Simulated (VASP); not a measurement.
# Mg5Te2 (R-3m) in VASP: notebook

Runs on Mg5Te2. Level: PBE. Tasks: single point.

Everything below comes from runs of VASP 6.6.1. Logs are shortened: lines on timing, memory, paths and dates and some standing lists are left out, and cuts for length are marked.

## Step 1: The cell of the first run

Symmetry: R-3m, No. 166, trigonal system. Conventional cell: a = 6.470 Å, b = 6.470 Å, c = 15.650 Å, α = 90.00°, β = 90.00°, γ = 120.00°. Within 4.0 Å of Mg (site symmetry -3m) lie 2 Te at 3.02 Å and 6 Mg at 3.23 Å. Mg (site symmetry 2/m) has 2 Te at 2.88 Å and 8 Mg at 3.21 to 3.23 Å within 3.8 Å. Mg (site symmetry -3m) has 6 Mg at 3.21 Å and 6 Te at 3.76 Å within 4.2 Å. Within 3.8 Å of Te (site symmetry 3m) lie 7 Mg at 2.88 to 3.76 Å.

## Step 2: Single point, PBE

File INCAR:

```
PREC = Accurate ; ENCUT = 600
EDIFF = 1E-6 ; ISMEAR = 0
SIGMA = 0.2 ; LREAL = F
LASPH = T ; NELM = 120
ALGO = Normal ; ISIF = 2
LWAVE = F ; LCHARG = F
GGA = PE ; NBANDS = 20
GGA_COMPAT = F
```

File KPOINTS:

```
Automatic mesh
0
Gamma
  3 3 3
```

File POSCAR:

```
Mg5Te2
1.0
    3.2349635212      1.8677070578      5.2166812516
   -3.2349635212      1.8677070578      5.2166812516
    0.0000000000     -3.7354141215      5.2166812495
Mg Te
5 2
Direct
    0.5000000000      0.5000000000      0.5000000000
    0.0000000000      0.0000000000      0.5000000000
    0.5000000000      0.0000000000      0.0000000000
    0.0000000000      0.5000000000      0.0000000000
    0.0000000000      0.0000000000      0.0000000000
    0.3067221269      0.3067221269      0.3067221269
    0.6932778731      0.6932778731      0.6932778731
```

Potentials or basis: VASP PAW PBE potentials, release 64 (Mg, Te).

Started as:

```sh
cat potpaw_PBE.64/Mg/POTCAR potpaw_PBE.64/Te/POTCAR > POTCAR
mpirun -np 1 vasp_std > vasp.out
```

OUTCAR:

```text
PREC = Accurate
   ENCUT = 600
   EDIFF = 1E-6
   ISMEAR = 0
   LREAL = F
   LASPH = T
   NELM = 120
   ISIF = 2
   GGA = PE

 ion  position               nearest neighbor table
   1  0.500  0.500  0.500-   6 3.02   7 3.02   3 3.23   4 3.23   3 3.23   4 3.23   2 3.23   2 3.23

   2  0.000  0.000  0.500-   6 2.88   7 2.88   5 3.21   5 3.21   4 3.23   3 3.23   4 3.23   3 3.23
                             1 3.23   1 3.23
   3  0.500  0.000  0.000-   6 2.88   7 2.88   5 3.21   5 3.21   2 3.23   1 3.23   2 3.23   1 3.23
                             4 3.23   4 3.23
   4  0.000  0.500  0.000-   6 2.88   7 2.88   5 3.21   5 3.21   2 3.23   2 3.23   1 3.23   1 3.23
                             3 3.23   3 3.23
   5  0.000  0.000  0.000-   2 3.21   2 3.21   4 3.21   3 3.21   4 3.21   3 3.21
   6  0.307  0.307  0.307-   2 2.88   3 2.88   4 2.88   1 3.02
   7  0.693  0.693  0.693-   2 2.88   3 2.88   4 2.88   1 3.02

  LATTYP: Found a trigonal (rhomboedric) cell.
 ALAT       =     6.4161578782
 COS(alpha) =     0.4915846110

  Lattice vectors:

 A1 = (   3.2349635212,   1.8677070578,   5.2166812516)
 A2 = (  -3.2349635212,   1.8677070578,   5.2166812516)
 A3 = (   0.0000000000,  -3.7354141215,   5.2166812495)

Analysis of symmetry for initial positions (statically):
=====================================================================
 Subroutine PRICEL returns:
 Original cell was already a primitive cell.

 Routine SETGRP: Setting up the symmetry group for a
 trigonal (rhombohedral) supercell.

 Subroutine GETGRP returns: Found 12 space group operations
 (whereof 12 operations were pure point group operations)
 out of a pool of 12 trial point group operations.

The static configuration has the point symmetry D_3d.

Analysis of symmetry for dynamics (positions and initial velocities):
=====================================================================
 Subroutine PRICEL returns:
 Original cell was already a primitive cell.

 Routine SETGRP: Setting up the symmetry group for a
 trigonal (rhombohedral) supercell.

 Subroutine GETGRP returns: Found 12 space group operations
 (whereof 12 operations were pure point group operations)
 out of a pool of 12 trial point group operations.

The dynamic configuration has the point symmetry D_3d.

 Subroutine INISYM returns: Found 12 space group operations
 (whereof 12 operations are pure point group operations),
 and found     1 'primitive' translations

----------------------------------------------------------------------------------------

                                     Primitive cell

  volume of cell :     189.1140

  direct lattice vectors                    reciprocal lattice vectors
     3.234963521  1.867707058  5.216681252     0.154561248  0.089235978  0.063897585
    -3.234963521  1.867707058  5.216681252    -0.154561248  0.089235978  0.063897585
     0.000000000 -3.735414121  5.216681249     0.000000000 -0.178471957  0.063897585

  length of vectors
     6.416157878  6.416157878  6.416157878     0.189565663  0.189565663  0.189565663

  position of ions in fractional coordinates (direct lattice)
     0.500000000  0.500000000  0.500000000
     1.000000000  1.000000000  0.500000000
     0.500000000  0.000000000  1.000000000
     0.000000000  0.500000000  1.000000000
     0.000000000  0.000000000  0.000000000
     0.306722127  0.306722127  0.306722127
     0.693277873  0.693277873  0.693277873

  ion indices of the primitive-cell ions
   primitive index   ion index
                 1           1
                 2           2
                 3           3
                 4           4
                 5           5
                 6           6
                 7           7

----------------------------------------------------------------------------------------

 KPOINTS: Automatic mesh

Automatic generation of k-mesh.
 Grid dimensions read from file:
 generate k-points for:    3    3    3

 Generating k-lattice:

  Cartesian coordinates                     Fractional coordinates (reciprocal lattice)
     0.051520416  0.029745326  0.021299195     0.333333333 -0.000000000 -0.000000000
    -0.051520416  0.029745326  0.021299195    -0.000000000  0.333333333 -0.000000000
     0.000000000 -0.059490652  0.021299195    -0.000000000 -0.000000000  0.333333333

  Length of vectors
     0.063188554  0.063188554  0.063188554

  Shift w.r.t. Gamma in fractional coordinates (k-lattice)
     0.000000000  0.000000000  0.000000000

 Subroutine IBZKPT returns following result:
 ===========================================

 Found      6 irreducible k-points:

 Following reciprocal coordinates:
            Coordinates               Weight
  0.000000  0.000000  0.000000      1.000000
  0.333333  0.000000  0.000000      6.000000
  0.333333  0.333333  0.000000      6.000000
 -0.333333  0.333333  0.000000      6.000000
  0.333333  0.333333  0.333333      2.000000
 -0.333333  0.333333  0.333333      6.000000
   k-points           NKPTS =      6   k-points in BZ     NKDIM =      6   number of bands    NBANDS=     20
   number of dos      NEDOS =    301   number of ions     NIONS =      7
   total plane-waves  NPLWV = 157464
   dimension x,y,z NGX =    54 NGY =   54 NGZ =   54
   dimension x,y,z NGXF=   108 NGYF=  108 NGZF=  108
   ions per type =               5   2
   NGX,Y,Z   is equivalent  to a cutoff of  13.99, 13.99, 13.99 a.u.
   NGXF,Y,Z  is equivalent  to a cutoff of  27.98, 27.98, 27.98 a.u.
 SYSTEM =  unknown system
   PREC   = accura    normal or accurate (medium, high low for compatibility)
   ISTART =      0    job   : 0-new  1-cont  2-samecut
   ICHARG =      2    charge: 1-file 2-atom 10-const
   ISPIN  =      1    spin polarized calculation?
   LNONCOLLINEAR =      F non collinear calculations
   LSORBIT =      F    spin-orbit coupling
   LASPH  =      T    aspherical Exc in radial PAW
   ENCUT  =  600.0 eV  44.10 Ry    6.64 a.u.  12.81 12.81 12.81*2*pi/ulx,y,z
   NELM   =    120;   NELMIN=  2; NELMDL= -5     # of ELM steps
   EDIFF  = 0.1E-05   stopping-criterion for ELM
   LREAL  =      F    real-space projection
[... 7 lines left out ...]
   TEBEG  =    0.0;   TEEND  =   0.0 temperature during run
   PSTRESS=    0.0 pullay stress
   NELECT =      22.0000    total number of electrons
   NUPDOWN=      -1.0000    fix difference up-down
   EMIN   =  10.00;   EMAX   =-10.00  energy-range for DOS
   EFERMI =   0.00;   METHOD = LEGACY
   ISMEAR =     0;   SIGMA  =   0.20  broadening in eV -4-tet -1-fermi 0-gaus
   EFERMI_NEDOS =   21; number of points for ismear=-14 and -15
   IALGO  =     38    algorithm
   IMIX   =      4    mixing-type and parameters
     AMIX     =   0.40;   BMIX     =  1.00
     AMIX_MAG =   1.60;   BMIX_MAG =  1.00
  volume/ion in A,a.u.               =      27.02       182.31
  Fermi-wavevector in a.u.,A,eV,Ry     =   0.799174  1.510219  8.689749  0.638679
  Thomas-Fermi vector in A             =   1.906226
   LORBIT       =      0    0 simple, 1 ext, 2 COOP (PROOUT), +10 PAW based schemes
   GGA     = PE    functional components
   LHFCALC =     F    Hartree Fock is set to
   AEXX    =    0.0000 exact exchange contribution
   IVDW    =     0    specifies the selected vdW correction
   LEPSILON=     F    determine dielectric tensor
   LRPA    =     F    only Hartree local field effects (RPA)
 non-spin polarized calculation
 Gauss-broadening in eV      SIGMA  =   0.20
  energy-cutoff  :      600.00
  volume of cell :      189.11
 maximum number of plane-waves:      6329
 NGX is ok and might be reduce to    54
   NGX = 25   NGY = 25   NGZ = 25

 number of electron      21.9999999 magnetization

 Free energy of the ion-electron system (eV)
  ---------------------------------------------------
  ext. energy  EPLUGINS =         0.00000000
  ---------------------------------------------------
  free energy    TOTEN  =       -14.59498574 eV

  energy without entropy =      -14.48390900  energy(sigma->0) =      -14.53944737

 E-fermi :   3.5185     XC(G=0):  -8.5666

 val. band max:        3.5055273629   @ k =   0.3333   0.0000   0.0000
 cond. band min:       3.5639598287   @ k =   0.3333   0.3333   0.3333
 fundamental gap:      0.0584324658
 Fermi energy:         3.5184813053

 k-point     1 :       0.0000    0.0000    0.0000
  band No.  band energies     occupation
      1      -7.9220      2.00000
      2      -6.8675      2.00000
      3      -0.7376      2.00000
      4       0.0021      2.00000
      5       0.1883      2.00000
      6       0.1883      2.00000
      7       0.6369      2.00000
      8       1.6346      2.00000
      9       1.6346      2.00000
     10       2.5220      2.00000
     11       2.8270      2.00000
     12       2.8270      2.00000
     13       2.8894      1.99999
     14       4.2386      0.00000
     15       4.2386      0.00000
     16       7.6351      0.00000
     17       7.6351      0.00000
     18       7.8494      0.00000
     19       9.1222      0.00000
     20       9.8022      0.00000

 k-point     2 :       0.3333    0.0000    0.0000
  band No.  band energies     occupation
      1      -7.6952      2.00000
      2      -7.1177      2.00000
      3      -1.0771      2.00000
      4      -0.3176      2.00000
      5      -0.0609      2.00000
      6       0.0575      2.00000
      7       0.3024      2.00000
      8       1.4405      2.00000
      9       2.2184      2.00000
     10       2.6516      2.00000
     11       3.0673      1.99858
     12       3.5055      1.07298
     13       4.5945      0.00000
     14       5.3287      0.00000
     15       5.9341      0.00000
     16       6.1805      0.00000
     17       6.6592      0.00000
     18       7.1869      0.00000
     19       8.6229      0.00000
     20       9.1407      0.00000

 k-point     3 :       0.3333    0.3333    0.0000
  band No.  band energies     occupation
      1      -7.6713      2.00000
      2      -7.1052      2.00000
      3      -1.5743      2.00000
      4      -0.6846      2.00000
      5      -0.4770      2.00000
      6       0.3010      2.00000
      7       1.2352      2.00000
      8       1.8682      2.00000
      9       2.2118      2.00000
     10       2.4846      2.00000
     11       3.4489      1.37752
     12       3.9844      0.00099
     13       4.9806      0.00000
     14       5.3496      0.00000
     15       5.5799      0.00000
     16       6.1245      0.00000
     17       6.6166      0.00000
     18       7.4276      0.00000
     19       7.4930      0.00000
     20       8.3402      0.00000

 k-point     4 :      -0.3333    0.3333    0.0000
  band No.  band energies     occupation
      1      -7.4067      2.00000
      2      -7.3881      2.00000
      3      -1.5612      2.00000
      4      -0.7824      2.00000
      5      -0.6808      2.00000
      6       0.7213      2.00000
      7       0.8898      2.00000
      8       1.9100      2.00000
      9       2.0528      2.00000
     10       3.0226      1.99955
     11       3.3631      1.72815
     12       3.8775      0.01112
     13       4.3263      0.00000
     14       6.4083      0.00000
     15       6.5083      0.00000
     16       6.6739      0.00000
     17       7.3213      0.00000
     18       7.5247      0.00000
     19       7.5538      0.00000
     20       8.2483      0.00000

 k-point     5 :       0.3333    0.3333    0.3333
  band No.  band energies     occupation
      1      -7.7989      2.00000
      2      -6.9386      2.00000
      3      -1.9728      2.00000
      4       0.1536      2.00000
      5       0.1573      2.00000
      6       0.1573      2.00000
      7       1.0576      2.00000
      8       1.0576      2.00000
      9       1.5036      2.00000
     10       3.0503      1.99907
     11       3.5640      0.74777
     12       3.5640      0.74777
     13       4.6057      0.00000
     14       5.6059      0.00000
     15       5.6059      0.00000
     16       6.3238      0.00000
     17       6.9446      0.00000
     18       6.9446      0.00000
     19       7.7693      0.00000
     20       8.1493      0.00000

 k-point     6 :      -0.3333    0.3333    0.3333
  band No.  band energies     occupation
      1      -7.6002      2.00000
      2      -7.1577      2.00000
      3      -1.8635      2.00000
      4      -0.9854      2.00000
      5      -0.3086      2.00000
      6       0.4078      2.00000
      7       1.6137      2.00000
      8       1.7247      2.00000
      9       2.2659      2.00000
     10       2.8128      2.00000
     11       3.4877      1.17229
     12       3.7269      0.14062
     13       4.7319      0.00000
     14       5.7722      0.00000
     15       6.2086      0.00000
     16       6.9104      0.00000
     17       7.2426      0.00000
     18       7.5590      0.00000
     19       7.5726      0.00000
     20       8.1583      0.00000

------------------------ aborting loop because EDIFF is reached ----------------------------------------

  FORCE on cell =-STRESS in cart. coord.  units (eV):
  Direction    XX          YY          ZZ          XY          YZ          ZX
  --------------------------------------------------------------------------------------
  -------------------------------------------------------------------------------------
  Total       -0.1238742     -0.1238742      0.6717509      0.0000000     -0.0000000      0.0000000
  in kB       -1.0494646     -1.0494646      5.6910861      0.0000000     -0.0000000      0.0000000
  external PRESSURE =       1.1973856 kB  Pullay stress =       0.0000000 kB

 VOLUME and BASIS-vectors are now :
 -----------------------------------------------------------------------------
  energy-cutoff  :      600.00
  volume of cell :      189.11
      direct lattice vectors                 reciprocal lattice vectors
     3.234963521  1.867707058  5.216681252     0.154561248  0.089235978  0.063897585
    -3.234963521  1.867707058  5.216681252    -0.154561248  0.089235978  0.063897585
     0.000000000 -3.735414121  5.216681249     0.000000000 -0.178471957  0.063897585

 POSITION                                       TOTAL-FORCE (eV/Angst)
 -----------------------------------------------------------------------------------
      0.00000     -0.00000      7.82502        -0.000000      0.000000     -0.000000
      0.00000     -1.86771      2.60834         0.000000     -0.000000     -0.000000
      1.61748      0.93385      2.60834         0.000000     -0.000000     -0.000000
     -1.61748      0.93385      2.60834         0.000000      0.000000     -0.000000
      0.00000      0.00000      0.00000         0.000000      0.000000     -0.000000
      0.00000     -0.00000      4.80021         0.000000     -0.000000      0.021456
      0.00000     -0.00000     10.84983         0.000000      0.000000     -0.021456
 -----------------------------------------------------------------------------------
    total drift:                               -0.000000     -0.000000      0.000000

  FREE ENERGIE OF THE ION-ELECTRON SYSTEM (eV)
  ---------------------------------------------------
  free  energy   TOTEN  =       -14.5949857385 eV

  energy  without entropy=      -14.4839089997  energy(sigma->0) =      -14.53944737
```

Wall time 1.9 min (1 thread of Intel Xeon 8259CL, shared host); peak memory 0.38 GiB.

Results:

- Free energy: -14.5950 eV
- Pressure: 0.1 GPa
- Largest force: 0.021 eV/Å
- Band gap on the k mesh: zero (band 11 reaches 3.56 eV, above the bottom of band 12 at 2.83 eV)

Forces in eV/Å, atoms in the order of the input:
```
Mg   0.000  0.000  0.000
Mg   0.000  0.000  0.000
Mg   0.000  0.000  0.000
Mg   0.000  0.000  0.000
Mg   0.000  0.000  0.000
Te   0.000  0.000  0.021
Te   0.000  0.000 -0.021
```

Stress tensor (GPa, compression positive):
```
-0.10  0.00  0.00
 0.00 -0.10  0.00
 0.00  0.00  0.57
```

Caveat: the k points lie up to 0.40 Å⁻¹ apart; spin-orbit coupling is left out, which moves the levels of the heavy elements.

## Step 3: Single point, PBE

This run uses another cell than the first one, of 30.00 Å³/atom, 1.110 times its volume.

File INCAR:

```
SYSTEM = Mg5Te2
ALGO = Normal ; EDIFF = 1E-6
ENCUT = 600 ; GGA = PE
GGA_COMPAT = .False. ; ISIF = 2
ISMEAR = 0 ; LASPH = .True.
LCHARG = .False. ; LREAL = .False.
LWAVE = .False. ; NBANDS = 20
NELM = 120 ; PREC = Accurate
SIGMA = 0.2
```

File KPOINTS:

```
k-points
0
Gamma
  3 3 3
  0 0 0
```

File POSCAR:

```
Mg5Te2
1.0
    2.9555384727      1.7063809328      6.9394835160
   -2.9555384727      1.7063809328      6.9394835160
    0.0000000000     -3.4127618656      6.9394835160
Mg Te
5 2
Direct
    0.5000000000      0.5000000000      0.0000000000
    0.0000000000      0.5000000000      0.5000000000
    0.5000000000      0.0000000000      0.5000000000
    0.9216739950      0.9216739950      0.9216739950
    0.0783260050      0.0783260050      0.0783260050
    0.7842674663      0.7842674663      0.7842674663
    0.2157325337      0.2157325337      0.2157325337
```

Potentials or basis: VASP PAW PBE potentials, release 64 (Mg, Te).

Started as:

```sh
cat potpaw_PBE.64/Mg/POTCAR potpaw_PBE.64/Te/POTCAR > POTCAR
mpirun -np 1 vasp_std > vasp.out
```

Run time: 3.1 min. Hardware: 1 thread of Intel Xeon 8259CL, shared host; peak memory 0.51 GiB.

The run converged. Its results:

```
Free energy            : -14.5630 eV
Pressure               : 0.0 GPa
Largest force          : 0.041 eV/Å
Band gap on the k mesh : zero (band 11 reaches 2.85 eV, above the bottom of band 12 at 2.64 eV)
```

Forces in eV/Å, atoms in the order of the input:
```
Mg   0.000  0.000  0.000
Mg   0.000  0.000  0.000
Mg   0.000  0.000  0.000
Mg   0.000  0.000  0.029
Mg   0.000  0.000 -0.029
Te   0.000  0.000  0.041
Te   0.000  0.000 -0.041
```

Stress tensor (GPa, compression positive):
```
-0.08  0.00  0.00
 0.00 -0.08  0.00
 0.00  0.00  0.20
```

Levels at points of the mesh, in eV from the Fermi level:
```
           k point  band 9  band 10  band 11  band 12  band 13  band 14
(0.00, 0.00, 0.00)   -1.98    -0.96    -0.20    -0.20     0.98     0.98
```

Caveat: the k points lie up to 0.42 Å⁻¹ apart; spin-orbit coupling is left out, which moves the levels of the heavy elements.
